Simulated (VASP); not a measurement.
Here is a VASP 6.6.1 calculation.

File INCAR:

```
PREC = Accurate
ENCUT = 520
EDIFF = 1E-6
ISMEAR = -1
SIGMA = 0.05
LREAL = F
LASPH = T
NELM = 80
ALGO = Normal
ISIF = 2
LWAVE = F
LCHARG = F
GGA = PE
NBANDS = 24
```

KPOINTS

```
Automatic mesh
0
Gamma
  13 13 10
```

File POSCAR:

```
TiC
1.0
    2.1663639411      2.1663639411      0.0000000000
   -2.1663639411      2.1663639411      0.0000000000
    0.0000000000      0.0000000000      4.3327278821
Ti C
2 2
Direct
    0.0000000000      0.0000000000      0.0000000000
    0.5000000000      0.5000000000      0.5000000000
    0.5000000000      0.5000000000      0.0000000000
    0.0000000000      0.0000000000      0.5000000000
```

Potentials or basis: VASP PAW PBE potentials, release 64 (Ti_sv, C).

The run is started by

```bash
$ cat potpaw_PBE.64/Ti_sv/POTCAR potpaw_PBE.64/C/POTCAR > POTCAR
$ mpirun -np 1 vasp_std > vasp.out
```

Q: What does it give for the band gap on the k mesh?

A: Zero (band 16 reaches 10.10 eV, above the bottom of band 17 at 9.00 eV).

Q: Estimate the pressure.

A: 0.2 GPa.
